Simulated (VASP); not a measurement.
# BN (P1) in VASP: a series of runs, part 2 of 2

VASP 6.6.1. Earlier steps stand in the parts before.

## 3. Single point, PBEsol (atom 3 (N) moved by (-0.200, +0.100) A along [1 1 0] and z)

The input, INCAR:

```
PREC     = Accurate       # precision mode
ENCUT    = 520            # plane-wave cutoff, eV
EDIFF    = 1E-7           # SCF threshold, eV
ISMEAR   = 0              # smearing method
SIGMA    = 0.05           # smearing width, eV
LREAL    = False          # projectors in reciprocal space
LASPH    = True           # aspherical terms in the spheres
NELM     = 60             # most SCF steps
ALGO     = Normal         # electronic algorithm
ISIF     = 2              # what is computed and relaxed
LWAVE    = False          # write WAVECAR
LCHARG   = True           # write CHGCAR
GGA      = PS             # functional
LELF     = True           # ELF
LVHAR    = True         
NBANDS   = 16             # bands
```

The input, KPOINTS:

```
regular mesh
0
Gamma
  12 12 6
```

The input, POSCAR:

```
BN
1.0
    2.5539396017      0.0000000000      0.0000000000
   -1.2769698009      2.2117765748      0.0000000000
    0.0000000000      0.0000000000      4.2268550000
B N
2 2
Direct
    0.6666666667      0.3333333333      0.9997240000
    0.3333333333      0.6666666667      0.4997240000
    0.5793227787      0.2693931696      0.6489342518
    0.3333333333      0.6666666667      0.1252760000
```

Potentials or basis: VASP PAW PBE potentials, release 64 (B, N).

On the command line:

```
cat potpaw_PBE.64/B/POTCAR potpaw_PBE.64/N/POTCAR > POTCAR
mpirun -np 1 vasp_std > vasp.out
```

OUTCAR:

```text
PREC = Accurate
   ENCUT = 520
   EDIFF = 1E-7
   ISMEAR = 0
   LREAL = False
   LASPH = True
   NELM = 60
   ISIF = 2
   GGA = PS

 ion  position               nearest neighbor table
   1  0.667  0.333  1.000-   3 1.50   4 1.57   4 1.57   4 1.57
   2  0.333  0.667  0.500-   3 1.48   3 1.57   4 1.58   3 1.78
   3  0.579  0.269  0.649-   2 1.48   1 1.50   2 1.57   2 1.78
   4  0.333  0.667  0.125-   1 1.57   1 1.57   1 1.57   2 1.58

  LATTYP: Found a hexagonal cell.
 ALAT       =     2.5539396017
 C/A-ratio  =     1.6550332659

  Lattice vectors:

 A1 = (   2.5539396017,   0.0000000000,   0.0000000000)
 A2 = (  -1.2769698009,   2.2117765748,   0.0000000000)
 A3 = (   0.0000000000,   0.0000000000,   4.2268550000)

Analysis of symmetry for initial positions (statically):
=====================================================================
 Subroutine PRICEL returns:
 Original cell was already a primitive cell.

 Routine SETGRP: Setting up the symmetry group for a
 hexagonal supercell.

 Subroutine GETGRP returns: Found  1 space group operations
 (whereof  1 operations were pure point group operations)
 out of a pool of 24 trial point group operations.

The static configuration has the point symmetry C_1 .

Analysis of symmetry for dynamics (positions and initial velocities):
=====================================================================
 Subroutine PRICEL returns:
 Original cell was already a primitive cell.

 Routine SETGRP: Setting up the symmetry group for a
 hexagonal supercell.

 Subroutine GETGRP returns: Found  1 space group operations
 (whereof  1 operations were pure point group operations)
 out of a pool of 24 trial point group operations.

The dynamic configuration has the point symmetry C_1 .

 Subroutine INISYM returns: Found  1 space group operations
 (whereof  1 operations are pure point group operations),
 and found     1 'primitive' translations

----------------------------------------------------------------------------------------

                                     Primitive cell

  volume of cell :      23.8764

  direct lattice vectors                    reciprocal lattice vectors
     2.553939602  0.000000000  0.000000000     0.391551938  0.226062617  0.000000000
    -1.276969801  2.211776575  0.000000000     0.000000000  0.452125233  0.000000000
     0.000000000  0.000000000  4.226855000     0.000000000  0.000000000  0.236582518

  length of vectors
     2.553939602  2.553939602  4.226855000     0.452125233  0.452125233  0.236582518

  position of ions in fractional coordinates (direct lattice)
     0.666666667  0.333333333  0.999724000
     0.333333333  0.666666667  0.499724000
     0.579322779  0.269393170  0.648934252
     0.333333333  0.666666667  0.125276000

  ion indices of the primitive-cell ions
   primitive index   ion index
                 1           1
                 2           2
                 3           3
                 4           4

----------------------------------------------------------------------------------------

 KPOINTS: regular mesh

Automatic generation of k-mesh.
 Grid dimensions read from file:
 generate k-points for:   12   12    6

 Generating k-lattice:

  Cartesian coordinates                     Fractional coordinates (reciprocal lattice)
     0.032629328  0.018838551  0.000000000     0.083333333  0.000000000  0.000000000
     0.000000000  0.037677103  0.000000000     0.000000000  0.083333333  0.000000000
     0.000000000  0.000000000  0.039430420     0.000000000  0.000000000  0.166666667

  Length of vectors
     0.037677103  0.037677103  0.039430420

  Shift w.r.t. Gamma in fractional coordinates (k-lattice)
     0.000000000  0.000000000  0.000000000

 Subroutine IBZKPT returns following result:
 ===========================================

 Found    436 irreducible k-points:

 Following reciprocal coordinates:
            Coordinates               Weight
  0.000000  0.000000  0.000000      1.000000
  0.083333  0.000000  0.000000      2.000000
  0.000000  0.083333  0.000000      2.000000
 -0.083333  0.083333  0.000000      2.000000
  0.166667  0.000000  0.000000      2.000000
  0.000000  0.166667  0.000000      2.000000
[... 16 lines left out ...]
  0.166667  0.083333  0.000000      2.000000
 -0.083333  0.250000  0.000000      2.000000
 [... further k-points ...]
   k-points           NKPTS =    436   k-points in BZ     NKDIM =    436   number of bands    NBANDS=     16
   number of dos      NEDOS =    301   number of ions     NIONS =      4
   total plane-waves  NPLWV =  12800
   dimension x,y,z NGX =    20 NGY =   20 NGZ =   32
   dimension x,y,z NGXF=    40 NGYF=   40 NGZF=   64
   ions per type =               2   2
   NGX,Y,Z   is equivalent  to a cutoff of  13.02, 13.02, 12.59 a.u.
   NGXF,Y,Z  is equivalent  to a cutoff of  26.04, 26.04, 25.17 a.u.
 SYSTEM =  unknown system
   PREC   = accura    normal or accurate (medium, high low for compatibility)
   ISTART =      0    job   : 0-new  1-cont  2-samecut
   ICHARG =      2    charge: 1-file 2-atom 10-const
   ISPIN  =      1    spin polarized calculation?
   LNONCOLLINEAR =      F non collinear calculations
   LSORBIT =      F    spin-orbit coupling
   LASPH  =      T    aspherical Exc in radial PAW
   ENCUT  =  520.0 eV  38.22 Ry    6.18 a.u.   4.75  4.75  7.86*2*pi/ulx,y,z
   NELM   =     60;   NELMIN=  2; NELMDL= -5     # of ELM steps
   EDIFF  = 0.1E-06   stopping-criterion for ELM
   LREAL  =      F    real-space projection
   EDIFFG = 0.1E-05   stopping-criterion for IOM
   NSW    =      0    number of steps for IOM
   IBRION =     -1    ionic relax: 0-MD 1-quasi-New 2-CG
   NFREE  =      0    steps in history (QN), initial steepest desc. (CG)
   ISIF   =      2    stress and relaxation
   ISYM   =      2    0-nonsym 1-usesym 2-fastsym
   POTIM  = 0.5000    time-step for ionic-motion
   TEBEG  =    0.0;   TEEND  =   0.0 temperature during run
   PSTRESS=    0.0 pullay stress
   NELECT =      16.0000    total number of electrons
   NUPDOWN=      -1.0000    fix difference up-down
   EMIN   =  10.00;   EMAX   =-10.00  energy-range for DOS
   EFERMI =   0.00;   METHOD = LEGACY
   ISMEAR =     0;   SIGMA  =   0.05  broadening in eV -4-tet -1-fermi 0-gaus
   EFERMI_NEDOS =   21; number of points for ismear=-14 and -15
   IALGO  =     38    algorithm
   IMIX   =      4    mixing-type and parameters
     AMIX     =   0.40;   BMIX     =  1.00
     AMIX_MAG =   1.60;   BMIX_MAG =  1.00
  volume/ion in A,a.u.               =       5.97        40.28
  Fermi-wavevector in a.u.,A,eV,Ry     =   1.432600  2.707222 27.923836  2.052344
  Thomas-Fermi vector in A             =   2.552210
   LORBIT       =      0    0 simple, 1 ext, 2 COOP (PROOUT), +10 PAW based schemes
   GGA     = PS    functional components
   LHFCALC =     F    Hartree Fock is set to
   AEXX    =    0.0000 exact exchange contribution
   IVDW    =     0    specifies the selected vdW correction
   LEPSILON=     F    determine dielectric tensor
   LRPA    =     F    only Hartree local field effects (RPA)
 non-spin polarized calculation
 Gauss-broadening in eV      SIGMA  =   0.05
  energy-cutoff  :      520.00
  volume of cell :       23.88
 maximum number of plane-waves:       660
   NGX =  9   NGY =  9   NGZ = 15

 number of electron      16.0000001 magnetization

 Free energy of the ion-electron system (eV)
  ---------------------------------------------------
  ext. energy  EPLUGINS =         0.00000000
  ---------------------------------------------------
  free energy    TOTEN  =       -36.09566924 eV

  energy without entropy =      -36.09566924  energy(sigma->0) =      -36.09566924

 E-fermi :   8.4743     XC(G=0): -12.9594

 val. band max:        8.2457971185   @ k =   0.0000   0.0000   0.0000
 cond. band min:      11.6745779965   @ k =   0.3333   0.3333   0.0000
 fundamental gap:      3.4287808780
 Fermi energy:         8.4743067186

 k-point     1 :       0.0000    0.0000    0.0000
  band No.  band energies     occupation
      1     -12.9466      2.00000
      2      -8.7839      2.00000
      3      -3.6554      2.00000
      4       4.5827      2.00000
      5       5.8614      2.00000
      6       6.4627      2.00000
[... 433 lines left out ...]
      3      -2.6486      2.00000
      4       1.4891      2.00000
      5       3.6833      2.00000
      6       4.5298      2.00000
[... 8 lines left out ...]
     15      21.7389      0.00000
     16      23.1817      0.00000

 [... further k-points ...]

------------------------ aborting loop because EDIFF is reached ----------------------------------------

  FORCE on cell =-STRESS in cart. coord.  units (eV):
  Direction    XX          YY          ZZ          XY          YZ          ZX
  --------------------------------------------------------------------------------------
  -------------------------------------------------------------------------------------
  Total       -0.2909409      0.3234281     -0.0470223      0.0794887      0.2738827     -0.1306236
  in kB      -19.5229779     21.7029675     -3.1553331      5.3339221     18.3783264     -8.7652264
  external PRESSURE =      -0.3251145 kB  Pullay stress =       0.0000000 kB

 VOLUME and BASIS-vectors are now :
 -----------------------------------------------------------------------------
  energy-cutoff  :      520.00
  volume of cell :       23.88
      direct lattice vectors                 reciprocal lattice vectors
     2.553939602  0.000000000  0.000000000     0.391551938  0.226062617  0.000000000
    -1.276969801  2.211776575  0.000000000     0.000000000  0.452125233  0.000000000
     0.000000000  0.000000000  4.226855000     0.000000000  0.000000000  0.236582518

 POSITION                                       TOTAL-FORCE (eV/Angst)
 -----------------------------------------------------------------------------------
      1.27697      0.73726      4.22569        -0.575061     -0.621799      1.042492
     -0.00000      1.47452      2.11226        -0.942307     -2.038187      0.675099
      1.13555      0.59584      2.74295         1.528693      2.707856     -3.099024
     -0.00000      1.47452      0.52952        -0.011326     -0.047870      1.381433
 -----------------------------------------------------------------------------------
    total drift:                                0.000052     -0.000111     -0.000085

  FREE ENERGIE OF THE ION-ELECTRON SYSTEM (eV)
  ---------------------------------------------------
  free  energy   TOTEN  =       -36.0956692421 eV

  energy  without entropy=      -36.0956692421  energy(sigma->0) =      -36.09566924
```

Run time: 3.4 min. Hardware: 1 thread of Intel Xeon 8259CL, shared host; peak memory 0.24 GiB.

Results:

- Free energy: -36.0957 eV
- Pressure: 0.0 GPa
- Largest force: 4.390 eV/Å
- Band gap on the k mesh: 3.43 eV (least direct gap 6.95 eV)

Forces on the atoms (eV/Å):
```
B   -0.575 -0.622  1.042
B   -0.942 -2.038  0.675
N    1.529  2.708 -3.099
N   -0.011 -0.048  1.381
```

Stress tensor (GPa, compression positive):
```
-1.95  0.53 -0.88
 0.53  2.17  1.84
-0.88  1.84 -0.32
```

Levels at points of the mesh, in eV from the valence-band top:
| k point | band 6 | band 7 | band 8 | band 9 | band 10 | band 11 |
| --- | --- | --- | --- | --- | --- | --- |
| (0.00, 0.00, 0.00) | -1.78 | -0.95 | 0.00 | 6.95 | 7.61 | 7.89 |
| (0.50, 0.00, 0.00) | -6.03 | -4.71 | -2.96 | 5.02 | 5.66 | 8.98 |
| (0.00, 0.50, 0.00) | -6.23 | -5.48 | -2.29 | 5.47 | 7.30 | 8.85 |
| (0.50, 0.50, 0.00) | -5.92 | -5.42 | -2.36 | 5.14 | 6.72 | 8.70 |
| (0.00, 0.00, 0.50) | -2.11 | -2.06 | -0.42 | 6.84 | 8.27 | 8.76 |
| (0.50, 0.00, 0.50) | -4.88 | -4.51 | -4.41 | 5.05 | 5.71 | 8.55 |
| (0.00, 0.50, 0.50) | -4.64 | -4.46 | -3.32 | 5.08 | 5.71 | 8.33 |
| (0.50, 0.50, 0.50) | -4.73 | -4.39 | -3.19 | 4.75 | 5.63 | 8.29 |

Caveat: the cell differs from its parent crystal (atom 3 (N) moved by (-0.200, +0.100) A along [1 1 0] and z); the PAW data sets were made with another functional, which shifts forces and pressure a little.
